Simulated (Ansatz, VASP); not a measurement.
**Two plane-wave programs on MnC15**

```
CELL_PARAMETERS angstrom
0.00000 3.56688 3.56688
3.56688 0.00000 3.56688
3.56688 3.56688 0.00000
ATOMIC_POSITIONS crystal
Mn 0.00003 0.00252 0.99880
C 0.00141 0.00387 0.49746
C 0.00144 0.50113 0.00020
C 0.00022 0.50235 0.49865
C 0.49989 0.00268 0.99898
C 0.49867 0.00388 0.49742
C 0.49870 0.50115 0.00016
C 0.50005 0.50250 0.49881
C 0.13837 0.13975 0.13608
C 0.13730 0.14084 0.58597
C 0.13733 0.58968 0.13713
C 0.12671 0.62715 0.62345
C 0.58720 0.13979 0.13606
C 0.62469 0.12916 0.62287
C 0.62468 0.62657 0.12548
C 0.62411 0.62713 0.62344
```

Alike in both runs: task single point; functional PBEsol; k mesh 4 × 4 × 4; occupations gaussian, width 0.05 eV; collinear spin; Hubbard terms Mn d U = 3.5 eV.

|  | VASP | Ansatz |
| --- | --- | --- |
| version | VASP 6.6.1 | Ansatz 0.2.0 |
| potentials or method | VASP PAW PBE potentials, release 64 (Mn_pv, C), cutoff 600 eV | scalar-relativistic, plane waves, PAW |
| valence electrons in the cell | 73 | 75 |

Ansatz gave:

```
rms of the force components (eV/Å)                            : 0.006
net moment per atom (μB)                                      : 0.06
size of the moment on the site where the two differ most (μB) : 0.80
```

Q: What did VASP give for the same quantities?

A: rms of the force components (eV/Å): 0.155; net moment per atom (μB): 0.06; size of the moment on the site where the two differ most (μB): 1.05.

VASP's potentials were made for PBE, not for PBEsol. Site moments also hang on the region over which each program counts them. The programs project onto different local orbitals, so the same U acts differently, and such runs can settle in different states. Atom by atom the forces differ by 0.154 eV/Å (rms over components). VASP's potentials hold 73 valence electrons a cell and Ansatz's 75, so a difference there can come from the potentials and not from the codes. Ansatz's warnings: specified occupation not kept.

The k mesh is coarse, so the values compare programs but aren't converged.
